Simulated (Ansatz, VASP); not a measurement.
# Two plane-wave programs on Ti

```
CELL_PARAMETERS angstrom
0.00000 -3.25179 0.00000
-3.25179 0.00000 0.00000
0.00000 0.00000 -3.25179
ATOMIC_POSITIONS crystal
Ti 0.50000 0.50000 0.46156
Ti 0.00000 0.00000 0.03844
```

Change from the starting cell: mode 4 (222.4 1/cm) frozen in, largest displacement +0.125 Å.

Alike in both runs: task single point; functional r2SCAN; k mesh 18 × 18 × 18; occupations gaussian, width 0.15 eV; no spin polarisation.

|  | VASP | Ansatz |
| --- | --- | --- |
| version | VASP 6.6.1 | Ansatz 0.2.0 |
| potentials or method | VASP PAW PBE potentials, release 64 (Ti_sv), cutoff 520 eV | scalar-relativistic, plane waves, PAW |
| valence electrons in the cell | 24 | 24 |

|  | VASP | Ansatz | Ansatz less VASP |
| --- | --- | --- | --- |
| gap on the k mesh at the Fermi level (eV) | none | none | - |
| pressure (GPa) | 2.1 | 1.7 | -0.42 |
| traceless stress, the component that is largest in VASP (GPa) | -1.01 | -0.97 | +0.049 |
| rms of the force components (eV/Å) | 0.731 | 0.719 | -0.0114 |

VASP's potentials were made for PBE, not for r2SCAN. Atom by atom the forces differ by 0.011 eV/Å (rms over components). A gap of «none» marks a metal or a gap that the smearing closes. The functional is the same, so the differences come from potentials, cutoffs and numerics.
